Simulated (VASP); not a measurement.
# Mg64O65 (a cell with a defect) in VASP: further runs

Runs on Mg64O65 (a cell with a defect). Level: PBE. Tasks: single point.

Program: VASP 6.6.1. These are calculated values, not measurements. Logs are shortened: lines on timing, memory, paths and dates and some standing lists are left out, and cuts for length are marked.

### Step 1. The cell of the first run

The cell holds a defect, 129 atoms: a = 12.033 Å, b = 12.033 Å, c = 12.033 Å, α = 60.00°, β = 60.00°, γ = 60.00°.

### Step 2. Single point, PBE

Input file INCAR:

```
SYSTEM = Mg64O65
PREC = Accurate
ENCUT = 520
EDIFF = 1E-7
ISMEAR = -1
SIGMA = 0.01
LREAL = Auto
LASPH = .True.
NELM = 100
ALGO = Normal
ISIF = 2
LWAVE = .False.
LCHARG = .False.
GGA = PE
NBANDS = 329
NELECT = 520.0
LUSENCCL = .False.
```

Input file KPOINTS:

```
Automatic mesh
0
Gamma
  1 1 1
  0 0 0
```

Input file POSCAR:

```
Mg64O65
1.0
    0.0000000000      8.5087624600      8.5087624600
    8.5087624600      0.0000000000      8.5087624600
    8.5087624600      8.5087624600      0.0000000000
Mg O
64 65
Direct
    0.0007972957      0.0018334041     -0.0007387678
    0.0005407954      0.0020896693      0.2480564606
   -0.0010207125      0.0043322399      0.4986295034
   -0.0011980591      0.0051117892      0.7495578858
    0.0019409991      0.2528962949     -0.0023563356
    0.0013570716      0.2511627290      0.2494515519
[... 121 lines left out ...]
    0.8699045290      0.8791748548      0.8776413768
    0.1712183772      0.6712328058      0.6991215853
```

Potentials or basis: VASP PAW PBE potentials, release 64 (Mg, O).

The run is started by

```
cat potpaw_PBE.64/Mg/POTCAR potpaw_PBE.64/O/POTCAR > POTCAR
mpirun -np 1 vasp_gam > vasp.out
```

OUTCAR:

```text
SYSTEM = Mg64O65
   PREC = Accurate
   ENCUT = 520
   EDIFF = 1E-7
   ISMEAR = -1
   LREAL = Auto
   LASPH = .True.
   NELM = 100
   ISIF = 2
   GGA = PE
   NELECT = 520.0

 ion  position               nearest neighbor table
   1  0.001  0.002  0.999-  80 2.10  77 2.11  68 2.11 113 2.13 116 2.13 125 2.15  13 2.98  17 2.99
                             2 2.99  20 3.00   4 3.00  53 3.00   8 3.01  29 3.01  14 3.02   5 3.02
   2  0.001  0.002  0.248-  78 2.09  65 2.11  77 2.12 113 2.12 114 2.13 126 2.14  15 2.97  17 2.99
                             1 2.99  18 3.00  54 3.00   6 3.01   5 3.02  30 3.02  50 3.02   3 3.02
   3  0.999  0.004  0.499-  79 1.96 114 2.12  66 2.13  78 2.15 115 2.16 127 2.16  55 2.98  16 2.98
                             7 2.98  18 2.98  19 2.98   6 2.98  52 3.02   2 3.02  51 3.02   4 3.02
   4  0.999  0.005  0.750-  79 1.95 116 2.11  67 2.13  80 2.14 115 2.16 128 2.17  56 2.97  20 2.97
                             8 2.98  16 2.98   7 2.98  19 2.99   1 3.00  49 3.01   3 3.02  52 3.03
   5  0.002  0.253  0.998-  72 2.10 120 2.12  68 2.12 117 2.12  65 2.13 113 2.15  24 2.99  21 2.99
                            57 3.00   8 3.01  53 3.01  17 3.01   2 3.02   6 3.02  54 3.02   1 3.02
   6  0.001  0.251  0.249-  69 2.06  66 2.09 118 2.12 117 2.13  65 2.14 114 2.14  22 2.98   3 2.98
                            21 2.99  10 3.00   7 3.01   2 3.01  54 3.01  55 3.01  58 3.01  18 3.01
   7  0.001  0.250  0.500-  70 2.12  67 2.13 119 2.13 118 2.13  66 2.13 115 2.14   4 2.98   3 2.98
                            23 2.98  22 2.99  56 3.00  55 3.00   8 3.00  19 3.00   6 3.01  59 3.01
   8  0.002  0.252  0.748-  71 2.05  67 2.09 119 2.12 120 2.13  68 2.14 116 2.14   4 2.98  23 2.98
                            24 2.98   7 3.00  11 3.01   5 3.01  60 3.01  53 3.01   1 3.01  56 3.01
   9  0.003  0.503  1.000-  76 1.93 117 2.16  72 2.17 124 2.17 121 2.18  69 2.18  10 2.97  13 3.00
[... 173 lines left out ...]
 127  0.870  0.879  0.624-  16 2.09  51 2.09  52 2.12  64 2.13   3 2.16  15 2.18
 128  0.870  0.879  0.878-  16 2.07  49 2.08  52 2.12  61 2.13   4 2.17  13 2.18
 129  0.171  0.671  0.699-  28 1.83  16 1.83  31 1.88  32 1.90

  LATTYP: Found a face centered cubic cell.
 ALAT       =    17.0175249200

  Lattice vectors:

 A1 = (   0.0000000000,   8.5087624600,   8.5087624600)
 A2 = (   8.5087624600,   0.0000000000,   8.5087624600)
 A3 = (   8.5087624600,   8.5087624600,   0.0000000000)

Analysis of symmetry for initial positions (statically):
=====================================================================
 Subroutine PRICEL returns:
 Original cell was already a primitive cell.

 Routine SETGRP: Setting up the symmetry group for a
 face centered cubic supercell.

 Subroutine GETGRP returns: Found  1 space group operations
 (whereof  1 operations were pure point group operations)
 out of a pool of 48 trial point group operations.

The static configuration has the point symmetry C_1 .

Analysis of symmetry for dynamics (positions and initial velocities):
=====================================================================
[... 224 lines left out ...]
   EFERMI_NEDOS =   21; number of points for ismear=-14 and -15
   IALGO  =     38    algorithm
   IMIX   =      4    mixing-type and parameters
     AMIX     =   0.40;   BMIX     =  1.00
     AMIX_MAG =   1.60;   BMIX_MAG =  1.00
  volume/ion in A,a.u.               =       9.55        64.45
  Fermi-wavevector in a.u.,A,eV,Ry     =   1.228003  2.320590 20.517479  1.507992
  Thomas-Fermi vector in A             =   2.362945
   LORBIT       =      0    0 simple, 1 ext, 2 COOP (PROOUT), +10 PAW based schemes
   GGA     = PE    functional components
   LHFCALC =     F    Hartree Fock is set to
   AEXX    =    0.0000 exact exchange contribution
   IVDW    =     0    specifies the selected vdW correction
   LEPSILON=     F    determine dielectric tensor
   LRPA    =     F    only Hartree local field effects (RPA)
 non-spin polarized calculation
  energy-cutoff  :      520.00
  volume of cell :     1232.05
 maximum number of plane-waves:     16612
 NGX is ok and might be reduce to    90
   NGX = 45   NGY = 45   NGZ = 45

 number of electron     519.9999967 magnetization

 Free energy of the ion-electron system (eV)
  ---------------------------------------------------
  ext. energy  EPLUGINS =         0.00000000
  ---------------------------------------------------
  free energy    TOTEN  =      -751.34069326 eV

  energy without entropy =     -751.34069326  energy(sigma->0) =     -751.34069326

 E-fermi :   6.1137     XC(G=0): -10.9836

 val. band max:        5.8568499421   @ k =   0.0000   0.0000   0.0000
 cond. band min:       7.4513449634   @ k =   0.0000   0.0000   0.0000
 fundamental gap:      1.5944950213
 Fermi energy:         6.1136665870

 k-point     1 :       0.0000    0.0000    0.0000
  band No.  band energies     occupation
      1     -14.2186      2.00000
      2     -13.7202      2.00000
      3     -13.7129      2.00000
      4     -13.7080      2.00000
      5     -13.6717      2.00000
      6     -13.6591      2.00000
[... 264 lines left out ...]
    271      10.6750      0.00000
    272      10.6947      0.00000
 [bands above 272 left out]

------------------------ aborting loop because EDIFF is reached ----------------------------------------

  FORCE on cell =-STRESS in cart. coord.  units (eV):
  Direction    XX          YY          ZZ          XY          YZ          ZX
  --------------------------------------------------------------------------------------
  -------------------------------------------------------------------------------------
  Total       38.0583060     38.1156781     27.4169973      1.7208344      0.0631920      0.0535610
  in kB       49.4915257     49.5661330     35.6534267      2.2377959      0.0821757      0.0696515
  external PRESSURE =      44.9036951 kB  Pullay stress =       0.0000000 kB

 VOLUME and BASIS-vectors are now :
 -----------------------------------------------------------------------------
  energy-cutoff  :      520.00
  volume of cell :     1232.05
      direct lattice vectors                 reciprocal lattice vectors
     0.000000000  8.508762460  8.508762460    -0.058762952  0.058762952  0.058762952
     8.508762460  0.000000000  8.508762460     0.058762952 -0.058762952  0.058762952
     8.508762460  8.508762460  0.000000000     0.058762952  0.058762952 -0.058762952

 POSITION                                       TOTAL-FORCE (eV/Angst)
 -----------------------------------------------------------------------------------
      8.51808      8.50926      0.02238        -0.010570      0.007970     -0.001604
      2.12843      2.11525      0.02238        -0.006542      0.014033     -0.002453
      4.27958     12.74280      8.53694         0.008081      0.010661      0.000219
      6.42131     14.87638      8.54206        -0.015749     -0.011961     -0.002366
     10.64055      8.50523      2.16835        -0.007815      0.011125     -0.005234
      4.25961      2.13407      2.14863         0.001085      0.008146      0.004494
[... 121 lines left out ...]
     14.94833     14.86945     14.88250        -0.002518     -0.001993     -0.005575
     11.66002      7.40552      7.16822         0.035222      0.038351      0.224578
 -----------------------------------------------------------------------------------
    total drift:                                0.002640      0.011778      0.016199

  FREE ENERGIE OF THE ION-ELECTRON SYSTEM (eV)
  ---------------------------------------------------
  free  energy   TOTEN  =      -751.3406932610 eV

  energy  without entropy=     -751.3406932610  energy(sigma->0) =     -751.34069326
```

OSZICAR:

```text
N       E                     dE             d eps       ncg     rms          rms(c)
DAV:   1     0.521462792524E+04    0.52146E+04   -0.28877E+05   666   0.155E+03
DAV:   2    -0.240423672441E+03   -0.54551E+04   -0.52281E+04   956   0.359E+02
DAV:   3    -0.847100224084E+03   -0.60668E+03   -0.60228E+03   764   0.126E+02
[... 14 lines left out ...]
DAV:  18    -0.751340693798E+03    0.20482E-07   -0.47864E-06   820   0.554E-03    0.554E-03
DAV:  19    -0.751340693844E+03   -0.45595E-07   -0.54559E-06   772   0.404E-03    0.572E-03
DAV:  20    -0.751340693446E+03    0.39783E-06   -0.76740E-07   668   0.194E-03    0.266E-03
DAV:  21    -0.751340693256E+03    0.18986E-06   -0.69506E-07   692   0.186E-03    0.493E-04
DAV:  22    -0.751340693261E+03   -0.46548E-08   -0.81792E-08   364   0.599E-04
   1 F= -.75134069E+03 E0= -.75134069E+03  d E =-.374833E-11
```

It took 2.3 min on 1 × NVIDIA H100 80GB with 1 thread of Intel Xeon Platinum 8481C at 2.70GHz (Sapphire Rapids), shared host; peak memory 1.9 GiB.

Results:

```
Free energy   : -751.3407 eV
Largest force : 0.231 eV/Å
```

Caveat: the k points lie up to 0.64 Å⁻¹ apart; the cell carries a net charge on a neutralising background, which shifts energy and pressure; the cell is charged against a uniform background, so pressure and absolute levels hang on convention.

### Step 3. Single point, PBE

Input file INCAR:

```
SYSTEM = Mg64O65
PREC = Accurate
ENCUT = 520
EDIFF = 1E-6
ISMEAR = -1
SIGMA = 0.01
LREAL = Auto
LASPH = .True.
NELM = 60
ALGO = Normal
ISIF = 2
LWAVE = .False.
LCHARG = .True.
GGA = PE
LELF = .True.
LVHAR = .True.
NBANDS = 329
NELECT = 520.0
LUSENCCL = .False.
```

Input file KPOINTS:

```
regular mesh
0
Gamma
  1 1 1
  0 0 0
```

Input file POSCAR:

```
Mg64O65
1.0
    0.0000000000      8.5087624600      8.5087624600
    8.5087624600      0.0000000000      8.5087624600
    8.5087624600      8.5087624600      0.0000000000
Mg O
64 65
Direct
    0.0009925063      0.0025438482     -0.0010710136
    0.0007394730      0.0029382651      0.2474728857
   -0.0001497280      0.0013614201      0.4979818181
    0.0000095196      0.0015663852      0.7511195700
    0.0021749931      0.2515694274     -0.0018071371
    0.0011932993      0.2527519731      0.2463893557
[... 121 lines left out ...]
    0.8712897481      0.8806061440      0.8762312422
    0.0792623490      0.5792962870      0.7910646856
```

Potentials or basis: VASP PAW PBE potentials, release 64 (Mg, O).

The run is started by

```
cat potpaw_PBE.64/Mg/POTCAR potpaw_PBE.64/O/POTCAR > POTCAR
mpirun -np 1 vasp_gam > vasp.out
```

Run time: 2.2 min. Hardware: 1 × NVIDIA H100 80GB with 1 thread of Intel Xeon Platinum 8481C at 2.70GHz (Sapphire Rapids), shared host; peak memory 1.9 GiB.

Results (log left out):

* Free energy: -751.3410 eV
* Largest force: 0.229 eV/Å

Forces in eV/Å, atoms in the order of the input:
```
Mg  -0.016  0.005  0.007
Mg  -0.006  0.019  0.006
Mg  -0.013  0.004 -0.004
Mg  -0.012  0.010 -0.007
Mg  -0.014  0.015  0.001
Mg  -0.010  0.006 -0.002
Mg  -0.004  0.000 -0.002
Mg  -0.010  0.008 -0.007
Mg   0.022  0.025 -0.059
Mg   0.001  0.003  0.008
Mg  -0.007 -0.005 -0.009
Mg  -0.002  0.000 -0.079
Mg  -0.034 -0.005  0.008
Mg  -0.007  0.022  0.005
Mg  -0.017  0.062  0.009
Mg  -0.069  0.037 -0.014
Mg   0.002 -0.008  0.010
Mg  -0.002 -0.018  0.002
Mg   0.012 -0.012  0.006
Mg   0.011  0.001 -0.003
Mg  -0.013 -0.014  0.002
Mg   0.007 -0.010  0.001
Mg   0.013 -0.005  0.002
Mg   0.008  0.008 -0.002
Mg  -0.005 -0.034  0.007
Mg   0.020 -0.006  0.004
Mg   0.061 -0.017  0.007
Mg   0.037 -0.071 -0.017
Mg  -0.010 -0.010 -0.006
Mg   0.000  0.000  0.016
Mg  -0.023 -0.024  0.092
Mg   0.008  0.007  0.029
Mg  -0.012 -0.014  0.005
Mg  -0.001 -0.002  0.008
Mg   0.003  0.001  0.006
Mg   0.009  0.007  0.006
Mg  -0.006 -0.013  0.006
Mg   0.005 -0.003  0.000
Mg   0.014  0.000  0.005
Mg   0.006 -0.012 -0.006
Mg   0.004 -0.016  0.006
Mg   0.019 -0.005  0.004
Mg   0.004 -0.014 -0.006
Mg   0.009 -0.012 -0.008
Mg  -0.007  0.002  0.010
Mg  -0.017 -0.002  0.001
Mg  -0.011  0.011  0.006
Mg   0.002  0.010 -0.004
Mg  -0.013 -0.007  0.007
Mg  -0.002  0.005  0.000
Mg   0.001  0.013  0.005
Mg  -0.011  0.005 -0.006
Mg  -0.007 -0.007 -0.001
Mg   0.007  0.006 -0.002
Mg  -0.001 -0.001 -0.006
Mg  -0.003 -0.004 -0.006
Mg   0.014 -0.012  0.000
Mg   0.005 -0.009 -0.004
Mg  -0.001 -0.003 -0.003
Mg   0.006 -0.009 -0.008
Mg  -0.014 -0.013  0.002
Mg  -0.010  0.007  0.002
Mg  -0.005  0.013  0.003
Mg   0.009  0.008 -0.002
O    0.002  0.015 -0.013
O    0.000  0.002  0.013
O   -0.003 -0.002  0.005
O   -0.019 -0.006 -0.014
O    0.006  0.012 -0.007
O    0.000  0.001  0.004
O   -0.003 -0.014 -0.002
O   -0.060  0.048 -0.058
O    0.010  0.009 -0.001
O    0.036  0.036  0.000
O    0.084  0.088  0.067
O   -0.017 -0.014  0.065
O    0.000  0.002 -0.004
O   -0.008 -0.001  0.016
O   -0.013  0.005  0.019
O    0.008 -0.004  0.017
O    0.007  0.001  0.007
O    0.000 -0.003  0.007
O   -0.002 -0.007  0.006
O   -0.018  0.011  0.007
O    0.003  0.001 -0.001
O    0.016 -0.006  0.003
O   -0.006 -0.003  0.008
O   -0.004 -0.006  0.010
O    0.002  0.001 -0.003
O   -0.001 -0.008  0.016
O    0.004 -0.012  0.020
O   -0.004  0.007  0.019
O    0.000  0.002  0.009
O   -0.002  0.000  0.009
O   -0.003 -0.001  0.010
O   -0.004 -0.003  0.007
O   -0.001  0.000  0.000
O   -0.003 -0.003  0.008
O   -0.007 -0.006  0.007
O    0.001  0.002  0.006
O   -0.001  0.005  0.000
O   -0.005 -0.003 -0.002
O    0.002 -0.002  0.003
O   -0.006  0.000 -0.004
O    0.015  0.001 -0.013
O    0.003 -0.001  0.014
O   -0.002 -0.003  0.006
O   -0.007 -0.019 -0.014
O    0.000  0.007  0.006
O   -0.003  0.000  0.007
O   -0.007 -0.002  0.004
O    0.010 -0.019  0.006
O    0.005 -0.001 -0.002
O   -0.002 -0.005 -0.003
O   -0.001 -0.001  0.002
O    0.001 -0.006 -0.005
O    0.002  0.000 -0.011
O    0.000 -0.001 -0.002
O   -0.002 -0.003 -0.005
O   -0.004 -0.007 -0.004
O    0.012  0.006 -0.008
O    0.002  0.000  0.003
O   -0.015 -0.002 -0.004
O    0.048 -0.059 -0.061
O    0.002  0.003 -0.002
O   -0.006  0.015  0.002
O   -0.004 -0.005  0.007
O   -0.005 -0.004  0.008
O    0.041  0.041 -0.222
```

Levels at points of the mesh, in eV from the Fermi level:
```tsv
k point	band 257	band 258	band 259	band 260	band 261	band 262	band 263	band 264
(0.00, 0.00, 0.00)	-2.50	-1.32	-0.92	-0.28	1.31	3.59	3.59	3.63
```

Caveat: the k points lie up to 0.64 Å⁻¹ apart; the cell carries a net charge on a neutralising background, which shifts energy and pressure; the cell is charged against a uniform background, so pressure and absolute levels hang on convention.
